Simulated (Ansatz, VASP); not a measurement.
**One calculation of Au, two programs**

File INCAR:

```
SYSTEM = Au
ALGO = Normal ; EDIFF = 1E-7
ENCUT = 520 ; GGA = CA
ISIF = 2 ; ISMEAR = -1
LASPH = .True. ; LCHARG = .True.
LELF = .True. ; LREAL = .False.
LVHAR = .True. ; LWAVE = .False.
NBANDS = 12 ; NELM = 60
PREC = Accurate ; SIGMA = 0.05
```

KPOINTS

```
k-points
0
Gamma
  11 11 11
  0 0 0
```

POSCAR

```
Au
1.0
    0.0000000000      2.0617793868      2.0617793868
    2.0617793868      0.0000000000      2.0617793868
    2.0617793868      2.0617793868      0.0000000000
Au
1
Direct
    0.0000000000      0.0000000000      0.0000000000
```

input.yaml

```yaml
crystal:
  lattice:
    - [0.0, 2.0617793868, 2.0617793868]
    - [2.0617793868, 0.0, 2.0617793868]
    - [2.0617793868, 2.0617793868, 0.0]
  atoms:
    - { symbol: Au, position: [0.0, 0.0, 0.0] }
kpoints:
  mp_grid: { grid: [11, 11, 11] }
scf:
  occupations: { method: fermi_dirac, width: 0.05 }
hamiltonian:
  xc: lda
  pseudopotentials: { kind: all_electron, lapw: { basis_error: 0.001 } }
output:
  forces: true
  stress: true
  eigenvalues: true
```

Change from the starting cell: volume scaled by 1.04.

Alike in both runs: task single point; functional LDA; k mesh 11 × 11 × 11; occupations fermi-dirac, width 0.05 eV; no spin polarisation.

|  | VASP | Ansatz |
| --- | --- | --- |
| version | VASP 6.6.1 | Ansatz 0.2.0 |
| potentials or method | VASP PAW LDA potentials, release 64 (Au), cutoff 520 eV | all-electron LAPW, scalar-relativistic |

Ansatz gave:

```
gap on the k mesh at the Fermi level (eV) : none
pressure (GPa)                            : -9.3
```

**Question.** What did VASP give for the same quantities?

**Answer.** gap on the k mesh at the Fermi level (eV): none; pressure (GPa): -8.9.

LDA's correlation is that of Perdew and Zunger in VASP and of Perdew and Wang (1992) in Ansatz. A gap of «none» marks a metal or a gap that the smearing closes. Ansatz ran all-electron here, and VASP with PAW potentials.

Spin-orbit coupling is off throughout.
